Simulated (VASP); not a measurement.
# Fe (Fmmm) in VASP: notebook

Runs on Fe. Level: r2SCAN. Tasks: single point.

Everything below comes from runs of VASP 6.6.1. Logs are shortened: lines on timing, memory, paths and dates and some standing lists are left out, and cuts for length are marked.

## (1) The cell of the first run

The structure is orthorhombic, space group Fmmm (No. 69). The conventional cell has a = 2.977 Å, b = 3.857 Å, c = 3.904 Å, α = 90.00°, β = 90.00°, γ = 90.00°. Fe (site symmetry mmm) has 14 Fe at 2.44 to 2.98 Å within 3.2 Å.

## (2) Single point, r2SCAN, collinear spin, ferromagnetic start

Input file POSCAR:

```
Fe
1.0
    0.0000000000      1.9287074879      1.9519161397
    1.4883827645      0.0000000000      1.9519161397
    1.4883827645      1.9287074879      0.0000000000
Fe
1
Direct
    0.0000000000      0.0000000000      0.0000000000
```

Input file INCAR.step1:

```
SYSTEM = Fe
PREC = Accurate ; ENCUT = 520
ISMEAR = -1 ; SIGMA = 0.05
LREAL = .False. ; LASPH = .True.
NELM = 150 ; ISPIN = 2
MAGMOM = 3 ; LMAXMIX = 4
NBANDS = 14 ; GGA = PE
ALGO = Normal ; EDIFF = 1E-4
LWAVE = .True. ; LCHARG = .False.
```

Input file INCAR.step2:

```
SYSTEM = Fe
PREC = Accurate ; ENCUT = 520
EDIFF = 1E-7 ; ISMEAR = -1
SIGMA = 0.05 ; LREAL = .False.
LASPH = .True. ; NELM = 150
ALGO = Normal ; ISIF = 2
LWAVE = .False. ; LCHARG = .False.
ISPIN = 2 ; MAGMOM = 3
LORBIT = 11 ; LMAXMIX = 4
METAGGA = R2SCAN ; LMIXTAU = .True.
NBANDS = 14 ; ISTART = 1
```

Input file KPOINTS:

```
regular mesh
0
Gamma
  13 13 13
  0 0 0
```

Potentials or basis: VASP PAW PBE potentials, release 64 (Fe).

The run is started by

```sh
> cat potpaw_PBE.64/Fe/POTCAR > POTCAR
> cp INCAR.step1 INCAR
> mpirun -np 1 vasp_std > vasp.out
> cp INCAR.step2 INCAR
> mpirun -np 1 vasp_std > vasp.out
```

OUTCAR:

```text
SYSTEM = Fe
   PREC = Accurate
   ENCUT = 520
   EDIFF = 1E-7
   ISMEAR = -1
   LREAL = .False.
   LASPH = .True.
   NELM = 150
   ISIF = 2
   ISPIN = 2
   LORBIT = 11
   METAGGA = R2SCAN
   ISTART = 1

 ion  position               nearest neighbor table
   1  0.000  0.000  0.000-

  LATTYP: Found a face centered orthorhombic cell.
 ALAT       =     2.9767655290
 B/A-ratio  =     1.2958410524
 C/A-ratio  =     1.3114342535

  Lattice vectors:

 A1 = (   0.0000000000,   1.9287074879,   1.9519161397)
 A2 = (   1.4883827645,   0.0000000000,   1.9519161397)
 A3 = (   1.4883827645,   1.9287074879,   0.0000000000)

Analysis of symmetry for initial positions (statically):
=====================================================================
 Subroutine PRICEL returns:
 Original cell was already a primitive cell.

 Routine SETGRP: Setting up the symmetry group for a
 face centered orthorhombic supercell.

 Subroutine GETGRP returns: Found  8 space group operations
 (whereof  8 operations were pure point group operations)
 out of a pool of  8 trial point group operations.

The static configuration has the point symmetry D_2h.

Analysis of symmetry for dynamics (positions and initial velocities):
=====================================================================
 Subroutine PRICEL returns:
 Original cell was already a primitive cell.

 Routine SETGRP: Setting up the symmetry group for a
 face centered orthorhombic supercell.

 Subroutine GETGRP returns: Found  8 space group operations
 (whereof  8 operations were pure point group operations)
 out of a pool of  8 trial point group operations.

The dynamic configuration has the point symmetry D_2h.

Analysis of structural, dynamic, and magnetic symmetry:
=====================================================================
 Subroutine PRICEL returns:
 Original cell was already a primitive cell.

 Routine SETGRP: Setting up the symmetry group for a
 face centered orthorhombic supercell.

 Subroutine GETGRP returns: Found  8 space group operations
 (whereof  8 operations were pure point group operations)
 out of a pool of  8 trial point group operations.

The overall configuration has the point symmetry D_2h.

 Subroutine INISYM returns: Found  8 space group operations
 (whereof  8 operations are pure point group operations),
 and found     1 'primitive' translations

----------------------------------------------------------------------------------------

                                     Primitive cell

  volume of cell :      11.2066

  direct lattice vectors                    reciprocal lattice vectors
     0.000000000  1.928707488  1.951916140    -0.335935091  0.259240970  0.256158546
     1.488382765  0.000000000  1.951916140     0.335935091 -0.259240970  0.256158546
     1.488382765  1.928707488  0.000000000     0.335935091  0.259240970 -0.256158546

  length of vectors
     2.744064356  2.454640477  2.436225734     0.495656602  0.495656602  0.495656602

  position of ions in fractional coordinates (direct lattice)
     0.000000000  0.000000000  0.000000000

  ion indices of the primitive-cell ions
   primitive index   ion index
                 1           1

----------------------------------------------------------------------------------------

 KPOINTS: regular mesh

Automatic generation of k-mesh.
 Grid dimensions read from file:
 generate k-points for:   13   13   13

 Generating k-lattice:

  Cartesian coordinates                     Fractional coordinates (reciprocal lattice)
    -0.025841161  0.019941613  0.019704504     0.076923077 -0.000000000  0.000000000
     0.025841161 -0.019941613  0.019704504    -0.000000000  0.076923077  0.000000000
     0.025841161  0.019941613 -0.019704504     0.000000000  0.000000000  0.076923077

  Length of vectors
     0.038127431  0.038127431  0.038127431

  Shift w.r.t. Gamma in fractional coordinates (k-lattice)
     0.000000000  0.000000000  0.000000000

 Subroutine IBZKPT returns following result:
 ===========================================

 Found    343 irreducible k-points:

 Following reciprocal coordinates:
            Coordinates               Weight
  0.000000  0.000000  0.000000      1.000000
  0.076923 -0.000000  0.000000      8.000000
  0.153846 -0.000000  0.000000      8.000000
  0.230769  0.000000 -0.000000      8.000000
  0.307692 -0.000000  0.000000      8.000000
  0.384615 -0.000000  0.000000      8.000000
[... 16 lines left out ...]
  0.384615  0.153846 -0.000000      8.000000
  0.461538  0.153846 -0.000000      8.000000
 [... further k-points ...]
   k-points           NKPTS =    343   k-points in BZ     NKDIM =    343   number of bands    NBANDS=     14
   number of dos      NEDOS =    301   number of ions     NIONS =      1
   total plane-waves  NPLWV =   6480
   dimension x,y,z NGX =    20 NGY =   18 NGZ =   18
   dimension x,y,z NGXF=    40 NGYF=   36 NGZF=   36
   ions per type =               1
   NGX,Y,Z   is equivalent  to a cutoff of  12.12, 12.19, 12.28 a.u.
   NGXF,Y,Z  is equivalent  to a cutoff of  24.23, 24.38, 24.57 a.u.
 SYSTEM =  Fe
   PREC   = accura    normal or accurate (medium, high low for compatibility)
   ISTART =      1    job   : 0-new  1-cont  2-samecut
   ICHARG =      0    charge: 1-file 2-atom 10-const
   ISPIN  =      2    spin polarized calculation?
   LNONCOLLINEAR =      F non collinear calculations
   LSORBIT =      F    spin-orbit coupling
   LASPH  =      T    aspherical Exc in radial PAW
   ENCUT  =  520.0 eV  38.22 Ry    6.18 a.u.   5.10  4.56  4.53*2*pi/ulx,y,z
   NELM   =    150;   NELMIN=  2; NELMDL=  0     # of ELM steps
   EDIFF  = 0.1E-06   stopping-criterion for ELM
   LREAL  =      F    real-space projection
   EDIFFG = 0.1E-05   stopping-criterion for IOM
   NSW    =      0    number of steps for IOM
   IBRION =     -1    ionic relax: 0-MD 1-quasi-New 2-CG
   NFREE  =      0    steps in history (QN), initial steepest desc. (CG)
   ISIF   =      2    stress and relaxation
   ISYM   =      2    0-nonsym 1-usesym 2-fastsym
   POTIM  = 0.5000    time-step for ionic-motion
   TEBEG  =    0.0;   TEEND  =   0.0 temperature during run
   PSTRESS=    0.0 pullay stress
   NELECT =       8.0000    total number of electrons
   NUPDOWN=      -1.0000    fix difference up-down
   EMIN   =  10.00;   EMAX   =-10.00  energy-range for DOS
   EFERMI =   0.00;   METHOD = LEGACY
   ISMEAR =    -1;   SIGMA  =   0.05  broadening in eV -4-tet -1-fermi 0-gaus
   EFERMI_NEDOS =   21; number of points for ismear=-14 and -15
   IALGO  =     38    algorithm
   IMIX   =      4    mixing-type and parameters
     AMIX     =   0.40;   BMIX     =  1.00
     AMIX_MAG =   1.60;   BMIX_MAG =  1.00
  volume/ion in A,a.u.               =      11.21        75.63
  Fermi-wavevector in a.u.,A,eV,Ry     =   1.463123  2.764901 29.126377  2.140728
  Thomas-Fermi vector in A             =   2.579255
   LORBIT       =     11    0 simple, 1 ext, 2 COOP (PROOUT), +10 PAW based schemes
   METAGGA = R2SCAN    functional components
   LHFCALC =     F    Hartree Fock is set to
   AEXX    =    0.0000 exact exchange contribution
   IVDW    =     0    specifies the selected vdW correction
   LEPSILON=     F    determine dielectric tensor
   LRPA    =     F    only Hartree local field effects (RPA)
 spin polarized calculation
  energy-cutoff  :      520.00
  volume of cell :       11.21
 maximum number of plane-waves:       317
   NGX = 11   NGY =  9   NGZ =  9

 number of electron       8.0000002 magnetization       2.6220212

 Free energy of the ion-electron system (eV)
  ---------------------------------------------------
  ext. energy  EPLUGINS =         0.00000000
  ---------------------------------------------------
  free energy    TOTEN  =       -14.33589209 eV

  energy without entropy =      -14.32999850  energy(sigma->0) =      -14.33294530

 E-fermi :   5.9122     XC(G=0): -14.3295

 val. band max:        5.9079929299   @ k =  -0.3846   0.1538   0.2308
 cond. band min:       5.9176633050   @ k =   0.1538   0.0769   0.0769
 fundamental gap:      0.0096703751
 Fermi energy:         5.9121902777

 spin component 1

 k-point     1 :       0.0000    0.0000    0.0000
  band No.  band energies     occupation
      1      -2.8347      1.00000
      2       2.7373      1.00000
      3       2.8096      1.00000
      4       3.1259      1.00000
      5       3.9315      1.00000
      6       4.3265      1.00000
      7      30.9992      0.00000
      8      32.5101      0.00000
      9      32.7822      0.00000
     10      36.7114      0.00000
     11      37.9759      0.00000
     12      38.3199      0.00000
     13      38.3298      0.00000
     14      38.4226      0.00000
[... 375 lines left out ...]
 k-point    24 :       0.4615    0.1538   -0.0000
  band No.  band energies     occupation
      1       0.8878      1.00000
      2       2.0518      1.00000
      3       3.0501      1.00000
      4       3.9431      1.00000
      5       4.6997      1.00000
      6       6.8786      0.00000
      7      16.0066      0.00000
      8      22.1990      0.00000
      9      27.1306      0.00000
     10      32.9471      0.00000
     11      36.3464      0.00000
     12      39.9551      0.00000
     13      46.6105      0.00000
     14      48.1908      0.00000

 [... further k-points ...]

 spin component 2

 k-point     1 :       0.0000    0.0000    0.0000
  band No.  band energies     occupation
      1      -3.3949      1.00000
      2       5.9334      0.39538
      3       6.1146      0.01714
      4       6.7373      0.00000
      5       8.1057      0.00000
      6       8.8960      0.00000
      7      30.4982      0.00000
      8      32.3011      0.00000
      9      32.6785      0.00000
     10      37.5535      0.00000
     11      38.3693      0.00000
     12      40.0490      0.00000
     13      40.1306      0.00000
     14      40.7797      0.00000
[... 375 lines left out ...]
 k-point    24 :       0.4615    0.1538   -0.0000
  band No.  band energies     occupation
      1       2.0972      1.00000
      2       4.8029      1.00000
      3       5.1204      1.00000
      4       7.9791      0.00000
      5       9.0198      0.00000
      6       9.8111      0.00000
      7      17.5488      0.00000
      8      23.0546      0.00000
      9      28.2714      0.00000
     10      33.4696      0.00000
     11      37.4107      0.00000
     12      41.3702      0.00000
     13      47.6640      0.00000
     14      50.0769      0.00000

 [... further k-points ...]

------------------------ aborting loop because EDIFF is reached ----------------------------------------

  FORCE on cell =-STRESS in cart. coord.  units (eV):
  Direction    XX          YY          ZZ          XY          YZ          ZX
  --------------------------------------------------------------------------------------
  -------------------------------------------------------------------------------------
  Total        0.4324557      0.9191876      0.8589470     -0.0000000      0.0000000      0.0000000
  in kB       61.8272618    131.4142889    122.8018188     -0.0000000      0.0000000      0.0000000
  external PRESSURE =     105.3477898 kB  Pullay stress =       0.0000000 kB

 VOLUME and BASIS-vectors are now :
 -----------------------------------------------------------------------------
  energy-cutoff  :      520.00
  volume of cell :       11.21
      direct lattice vectors                 reciprocal lattice vectors
     0.000000000  1.928707488  1.951916140    -0.335935091  0.259240970  0.256158546
     1.488382765  0.000000000  1.951916140     0.335935091 -0.259240970  0.256158546
     1.488382765  1.928707488  0.000000000     0.335935091  0.259240970 -0.256158546

 POSITION                                       TOTAL-FORCE (eV/Angst)
 -----------------------------------------------------------------------------------
      0.00000      0.00000      0.00000         0.000000      0.000000     -0.000000
 -----------------------------------------------------------------------------------
    total drift:                                0.000000      0.000000      0.000000

  FREE ENERGIE OF THE ION-ELECTRON SYSTEM (eV)
  ---------------------------------------------------
  free  energy   TOTEN  =       -14.3358920867 eV

  energy  without entropy=      -14.3299985035  energy(sigma->0) =      -14.33294530

 total charge

# of ion       s       p       d       tot
------------------------------------------
    1        0.501   0.589   6.217   7.306

 magnetization (x)

# of ion       s       p       d       tot
------------------------------------------
    1       -0.012  -0.111   2.792   2.669
```

Wall time 6.3 min (1 thread of Intel Xeon 8259CL, shared host); peak memory 0.2 GiB.

Results:

| Item | Value |
| --- | --- |
| Free energy | -14.3359 eV |
| Pressure | 10.5 GPa |
| Net moment | 2.62 μB per cell |
| Site moments | Fe +2.67 μB |
| Valence electrons inside the program's atomic spheres | Fe 7.31 |

Caveat: the stress differs along the axes, from 6 to 13 GPa; the PAW data sets were made with another functional, which shifts forces and pressure a little.

## (3) Single point, r2SCAN, collinear spin, ferromagnetic start

This run uses another cell than the first one, of 11.44 Å³/atom.

Input file POSCAR:

```
Fe
1.0
    0.0000000000      1.9417396906      1.9651051623
    1.4984397099      0.0000000000      1.9651051623
    1.4984397099      1.9417396906      0.0000000000
Fe
1
Direct
    0.0000000000      0.0000000000      0.0000000000
```

Input file INCAR.step1:

```
  PREC = Accurate
  ENCUT = 520
  ISMEAR = -1
  SIGMA = 0.05
  LREAL = False
  LASPH = True
  NELM = 150
  ISPIN = 2
  MAGMOM = 3
  LMAXMIX = 4
  NBANDS = 14
  GGA = PE
  ALGO = Normal
  EDIFF = 1E-4
  LWAVE = True
  LCHARG = False
```

Input file INCAR.step2:

```
  PREC = Accurate
  ENCUT = 520
  EDIFF = 1E-6
  ISMEAR = -1
  SIGMA = 0.05
  LREAL = False
  LASPH = True
  NELM = 150
  ALGO = Normal
  ISIF = 2
  LWAVE = False
  LCHARG = True
  ISPIN = 2
  MAGMOM = 3
  LORBIT = 11
  LMAXMIX = 4
  METAGGA = R2SCAN
  LMIXTAU = True
  LELF = True
  LVHAR = True
  NBANDS = 14
  ISTART = 1
```

Input file KPOINTS:

```
Automatic mesh
0
Gamma
  13 13 13
```

Potentials or basis: VASP PAW PBE potentials, release 64 (Fe).

The run is started by

```sh
> cat potpaw_PBE.64/Fe/POTCAR > POTCAR
> cp INCAR.step1 INCAR
> mpirun -np 1 vasp_std > vasp.out
> cp INCAR.step2 INCAR
> mpirun -np 1 vasp_std > vasp.out
```

OUTCAR:

```text
PREC = Accurate
   ENCUT = 520
   EDIFF = 1E-6
   ISMEAR = -1
   LREAL = False
   LASPH = True
   NELM = 150
   ISIF = 2
   ISPIN = 2
   LORBIT = 11
   METAGGA = R2SCAN
   ISTART = 1

 ion  position               nearest neighbor table
   1  0.000  0.000  0.000-

  LATTYP: Found a face centered orthorhombic cell.
 ALAT       =     2.9968794198
 B/A-ratio  =     1.2958410524
 C/A-ratio  =     1.3114342535

  Lattice vectors:

 A1 = (   0.0000000000,   1.9417396906,   1.9651051623)
 A2 = (   1.4984397099,   0.0000000000,   1.9651051623)
[... 1024 lines left out ...]
  -------------------------------------------------------------------------------------
  Total        0.1278084      0.6160613      0.5526074     -0.0000000      0.0000000      0.0000000
  in kB       17.9070420     86.3154267     77.4249944     -0.0000000      0.0000000      0.0000000
  external PRESSURE =      60.5491544 kB  Pullay stress =       0.0000000 kB

 VOLUME and BASIS-vectors are now :
 -----------------------------------------------------------------------------
  energy-cutoff  :      520.00
  volume of cell :       11.44
      direct lattice vectors                 reciprocal lattice vectors
     0.000000000  1.941739691  1.965105162    -0.333680426  0.257501045  0.254439309
     1.498439710  0.000000000  1.965105162     0.333680426 -0.257501045  0.254439309
     1.498439710  1.941739691  0.000000000     0.333680426  0.257501045 -0.254439309

 POSITION                                       TOTAL-FORCE (eV/Angst)
 -----------------------------------------------------------------------------------
      0.00000      0.00000      0.00000         0.000000      0.000000      0.000000
 -----------------------------------------------------------------------------------
    total drift:                                0.000000     -0.000000      0.000000

  FREE ENERGIE OF THE ION-ELECTRON SYSTEM (eV)
  ---------------------------------------------------
  free  energy   TOTEN  =       -14.3476310255 eV

  energy  without entropy=      -14.3414621619  energy(sigma->0) =      -14.34454659

 total charge

# of ion       s       p       d       tot
------------------------------------------
    1        0.492   0.572   6.198   7.262

 magnetization (x)

# of ion       s       p       d       tot
------------------------------------------
    1       -0.012  -0.111   2.816   2.693
```

OSZICAR.step1:

```text
N       E                     dE             d eps       ncg     rms          rms(c)
DAV:   1     0.217181005766E+02    0.21718E+02   -0.38133E+03 21048   0.698E+02
DAV:   2    -0.820448702294E+01   -0.29923E+02   -0.27404E+02 21056   0.128E+02
DAV:   3    -0.911116083083E+01   -0.90667E+00   -0.90024E+00 23204   0.231E+01
DAV:   4    -0.911414149071E+01   -0.29807E-02   -0.29804E-02 22310   0.120E+00
DAV:   5    -0.911415545112E+01   -0.13960E-04   -0.13960E-04 22922   0.844E-02    0.114E+01
DAV:   6    -0.830856343504E+01    0.80559E+00   -0.10106E+01 24392   0.367E+01    0.553E+00
DAV:   7    -0.824018533242E+01    0.68378E-01   -0.62736E-01 23744   0.883E+00    0.326E+00
DAV:   8    -0.823282800847E+01    0.73573E-02   -0.70067E-03 22920   0.495E-01    0.138E+00
DAV:   9    -0.822605281897E+01    0.67752E-02   -0.75695E-03 25976   0.436E-01    0.302E-01
DAV:  10    -0.822594602546E+01    0.10679E-03   -0.58818E-04 23126   0.295E-01    0.796E-02
DAV:  11    -0.822598214183E+01   -0.36116E-04   -0.18706E-04 11502   0.109E-01
   1 F= -.82259821E+01 E0= -.82212525E+01  d E =-.945921E-02  mag=     2.1957
```

It took 4.8 min on 1 thread of Intel Xeon 8259CL, shared host; peak memory 0.21 GiB.

Results:

```
Free energy                                           : -14.3476 eV
Pressure                                              : 6.1 GPa
Net moment                                            : 2.64 μB per cell
Site moments                                          : Fe +2.69 μB
Valence electrons inside the program's atomic spheres : Fe 7.26
```

Caveat: the stress differs along the axes, from 2 to 9 GPa; the PAW data sets were made with another functional, which shifts forces and pressure a little.
